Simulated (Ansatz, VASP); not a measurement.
**Cu: VASP beside Ansatz**

```
Cu
1.0
     0.00000    2.61557    2.61557
     2.61557    0.00000    2.61557
     2.61557    2.61557    0.00000
Cu
2
Direct
  0.12500 0.12500 0.12500
  0.87500 0.87500 0.87500
```

Alike in both runs: functional PBEsol; k mesh 11 × 11 × 11; occupations fermi-dirac, width 0.1 eV; no spin polarisation.

Ansatz relaxed the structure, and its values are those at the end. VASP's run is a single point on that final structure, the one shown.

|  | VASP | Ansatz |
| --- | --- | --- |
| version | VASP 6.6.1 | Ansatz 0.2.0 |
| potentials or method | VASP PAW PBE potentials, release 64 (Cu), cutoff 520 eV | plane waves (420 eV) with PAW, scalar-relativistic |
| valence electrons in the cell | 22 | 38 |

```csv
,VASP,Ansatz,Ansatz less VASP
pressure (GPa),0.0,0.0,-0.04
```

VASP's potentials were made for PBE, not for PBEsol, and Ansatz warns of the same on its side. VASP's potentials hold 22 valence electrons a cell and Ansatz's 38, so a difference there can come from the potentials and not from the codes.
